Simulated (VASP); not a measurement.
Input of a VASP 6.6.1 run:

The input INCAR:

```
SYSTEM = Pt
ALGO = Normal
EDIFF = 1E-6
ENCUT = 520
ISIF = 2
ISMEAR = -1
LASPH = .TRUE.
LCHARG = .TRUE.
LELF = .TRUE.
LREAL = .FALSE.
LVHAR = .TRUE.
LWAVE = .FALSE.
NBANDS = 17
NELM = 80
PREC = Accurate
SIGMA = 0.1
```

The input KPOINTS:

```
k-points
0
G
  11 11 11
  0 0 0
```

File POSCAR:

```
Pt
1.0
    0.0000000000      2.9333724800      2.9333724800
    2.9333724800      0.0000000000      2.9333724800
    2.9333724800      2.9333724800      0.0000000000
Pt
2
Direct
    0.1250000000      0.1250000000      0.1250000000
    0.8750000000      0.8750000000      0.8750000000
```

Potentials or basis: VASP PAW LDA potentials, release 64 (Pt).

Launch:

```console
$ cat potpaw_LDA.64/Pt/POTCAR > POTCAR
$ mpirun -np 1 vasp_std > vasp.out
```

(1) Estimate the pressure.

(2) Predict the band gap on the k mesh.

## Answers

(1) -12.1 GPa.

(2) zero (band 10 reaches 4.40 eV, above the bottom of band 11 at 3.85 eV).

Caveat: spin-orbit coupling is left out, which moves the levels of the heavy elements.
